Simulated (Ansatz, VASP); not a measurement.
W: VASP beside Ansatz

Contents of INCAR:

```
SYSTEM = W
  PREC = Accurate
  ENCUT = 520
  EDIFF = 1E-7
  ISMEAR = 0
  SIGMA = 0.15
  LREAL = .FALSE.
  LASPH = .TRUE.
  NELM = 80
  ALGO = Fast
  ISIF = 2
  LWAVE = .FALSE.
  LCHARG = .TRUE.
  GGA = PS
  LELF = .TRUE.
  LVHAR = .TRUE.
  NBANDS = 21
```

File KPOINTS:

```
Automatic mesh
0
G
  16 16 12
  0 0 0
```

Contents of POSCAR:

```
W
1.0
    0.0000000000     -1.9991269216     -1.9991269216
    0.0000000000      1.9991269216     -1.9991269216
    3.9982538432      0.0000000000      0.0000000000
W
2
Direct
    0.5101044110      0.4898955890      0.4965985151
   -0.0101044110      0.0101044110      0.0034014849
```

Input for Ansatz:

```yaml
crystal:
  lattice:
    - [0.0, -1.9991269216, -1.9991269216]
    - [0.0, 1.9991269216, -1.9991269216]
    - [3.9982538432, 0.0, 0.0]
  atoms:
    - { symbol: W, position: [0.510104411, 0.489895589, 0.4965985151] }
    - { symbol: W, position: [-0.010104411, 0.010104411, 0.0034014849] }
basis:
  ecutwfc: 420
kpoints:
  mp_grid: { grid: [16, 16, 12] }
hamiltonian:
  xc: pbesol
  pseudopotentials: { kind: paw, azcp: { folder: soft_1 } }
scf:
  occupations: { method: gaussian, width: 0.15 }
output:
  forces: true
  stress: true
  eigenvalues: true
```

Change from the starting cell: mode 4 frozen in at -0.040 Å and mode 6 at -0.014 Å (largest displacements).

Alike in both runs: task single point; functional PBEsol; k mesh 16 × 16 × 12; occupations gaussian, width 0.15 eV; no spin polarisation.

```csv
,VASP,Ansatz
version,VASP 6.6.1,Ansatz 0.2.0
potentials or method,"VASP PAW PBE potentials, release 64 (W_sv), cutoff 520 eV","scalar-relativistic, plane waves, PAW"
valence electrons in the cell,28,28
```

|  | VASP | Ansatz | Ansatz less VASP |
| --- | --- | --- | --- |
| gap on the k mesh at the Fermi level (eV) | none | none | - |
| pressure (GPa) | 1.1 | 0.4 | -0.62 |
| traceless stress, the component that is largest in VASP (GPa) | -0.64 | -0.63 | +0.006 |
| rms of the force components (eV/Å) | 0.302 | 0.299 | -0.0030 |

VASP's potentials were made for PBE, not for PBEsol, and Ansatz warns of the same on its side. Atom by atom the forces differ by 0.003 eV/Å (rms over components). A gap of «none» marks a metal or a gap that the smearing closes.

Neither program's run includes spin-orbit coupling.
